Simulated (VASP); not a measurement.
Write the native input for VASP 6.6.1 that does the following.

```
Task                   : single point
Functional             : PBEsol
Potentials or basis    : VASP PAW PBE potentials, release 64 (Mn_pv, Pt)
Cutoff                 : 520 eV
k mesh                 : 8 × 8 × 8
Occupations            : fermi-dirac, width 0.08 eV
Spin                   : no spin polarisation
Dipole correction      : no
Further INCAR settings : ALGO = Normal; EDIFF = 1e-06; NBANDS = 30
```

The structure of MnPt3 lies in POSCAR:

```
MnPt3
1.0
    3.7930964222      0.0000000000      0.0000000000
    0.0000000000      3.7930964222      0.0000000000
    0.0000000000      0.0000000000      3.7930964222
Mn Pt
1 3
Direct
    0.0000000000      0.0000000000      0.0000000000
    0.0000000000      0.5000000000      0.5000000000
    0.5000000000      0.0000000000      0.5000000000
    0.5000000000      0.5000000000      0.0000000000
```

This cell differs from its parent crystal: volume scaled by 0.92.

The input as run:

INCAR

```
ALGO = Normal
EDIFF = 1E-6
ENCUT = 520
GGA = PS
ISIF = 2
ISMEAR = -1
LASPH = True
LCHARG = False
LREAL = False
LWAVE = False
NBANDS = 30
NELM = 60
PREC = Accurate
SIGMA = 0.08
```

KPOINTS

```
k-points
0
Gamma
  8 8 8
```

Potentials or basis: VASP PAW PBE potentials, release 64 (Mn_pv, Pt).

Run with:

```sh
$ cat potpaw_PBE.64/Mn_pv/POTCAR potpaw_PBE.64/Pt/POTCAR > POTCAR
$ mpirun -np 1 vasp_std > vasp.out
```

It gave:

```json
{
  "Pressure": "6.5 GPa"
}
```

Caveat: the PAW data sets were made with another functional, which shifts forces and pressure a little.

Run time: 42 s on 1 thread of AMD EPYC 9R45 (Zen 5), on a shared host, peak memory 0.15 GiB.
